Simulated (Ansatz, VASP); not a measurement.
# One calculation of C6N, two programs

Contents of INCAR:

```
SYSTEM = C6N
PREC = Accurate
ENCUT = 520
EDIFF = 1E-7
ISMEAR = 0
SIGMA = 0.05
LREAL = .False.
LASPH = .True.
NELM = 80
ALGO = Normal
ISIF = 2
LWAVE = .False.
LCHARG = .False.
LDIPOL = .True.
IDIPOL = 3
DIPOL = 0.5 0.5 0.307
GGA = PE
IVDW = 12
NBANDS = 42
```

File KPOINTS:

```
regular mesh
0
Gamma
  6 8 1
  0 0 0
```

Contents of POSCAR:

```
C6N
1.0
    4.9292228550      0.0000000000      0.0000000000
    0.6166369006      3.5586578719      0.0000000000
    0.0000000000      0.0000000000     23.4976437319
C N
12 2
Direct
    0.3564276906      0.1499632937      0.1702298343
    0.8564276906      0.1499632937      0.1702298343
    0.0989390322      0.2099625304      0.1991270674
    0.5989390322      0.2099625304      0.1991270674
    0.0841110521      0.3299262058      0.2569047739
    0.5841110521      0.3299262058      0.2569047739
    0.3266667370      0.3895095889      0.2850339125
    0.8266667370      0.3895095889      0.2850339125
    0.3105178150      0.5194460093      0.3452144215
    0.8105178150      0.5194460093      0.3452144215
    0.0532190619      0.5779315754      0.3701496129
    0.5532190619      0.5779315754      0.3701496129
    0.4282190619      1.3279315754      0.5020777345
    0.4282190619      1.3279315754      0.5488909390
```

Input for Ansatz:

```yaml
crystal:
  lattice:
    - [4.929222855, 0.0, 0.0]
    - [0.6166369006, 3.5586578719, 0.0]
    - [0.0, 0.0, 23.4976437319]
  atoms:
    - { symbol: C, position: [0.3564276906, 0.1499632937, 0.1702298343] }
    - { symbol: C, position: [0.8564276906, 0.1499632937, 0.1702298343] }
    - { symbol: C, position: [0.0989390322, 0.2099625304, 0.1991270674] }
    - { symbol: C, position: [0.5989390322, 0.2099625304, 0.1991270674] }
    - { symbol: C, position: [0.0841110521, 0.3299262058, 0.2569047739] }
    - { symbol: C, position: [0.5841110521, 0.3299262058, 0.2569047739] }
    - { symbol: C, position: [0.326666737, 0.3895095889, 0.2850339125] }
    - { symbol: C, position: [0.826666737, 0.3895095889, 0.2850339125] }
    - { symbol: C, position: [0.310517815, 0.5194460093, 0.3452144215] }
    - { symbol: C, position: [0.810517815, 0.5194460093, 0.3452144215] }
    - { symbol: C, position: [0.0532190619, 0.5779315754, 0.3701496129] }
    - { symbol: C, position: [0.5532190619, 0.5779315754, 0.3701496129] }
    - { symbol: "N", position: [0.4282190619, 1.3279315754, 0.5020777345] }
    - { symbol: "N", position: [0.4282190619, 1.3279315754, 0.548890939] }
basis:
  ecutwfc: 420
kpoints:
  mp_grid: { grid: [6, 8, 1] }
hamiltonian:
  xc: pbe
  pseudopotentials: { kind: paw, azcp: { folder: soft_1 } }
  dispersion: d3bj
scf:
  occupations: { method: gaussian, width: 0.05 }
output:
  forces: true
  eigenvalues: true
efield:
  axis: 3
  dipole_correction: true
  ramp_width: 0.04
```

Alike in both runs: task single point; functional PBE; dispersion D3(BJ); k mesh 6 × 8 × 1; occupations gaussian, width 0.05 eV; no spin polarisation.

```csv
,VASP,Ansatz
version,VASP 6.6.1,Ansatz 0.2.0
potentials or method,"VASP PAW PBE potentials, release 64 (C, N), cutoff 520 eV","scalar-relativistic, plane waves, PAW"
valence electrons in the cell,58,58
```

|  | VASP | Ansatz | Ansatz less VASP |
| --- | --- | --- | --- |
| gap on the k mesh at the Fermi level (eV) | none | none | - |
| rms of the force components (eV/Å) | 0.998 | 0.891 | -0.1068 |

Atom by atom the forces differ by 0.393 eV/Å (rms over components). A gap of «none» marks a metal or a gap that the smearing closes.

Noted on VASP's run: the standard files for N, O and F lose accuracy on very short bonds.
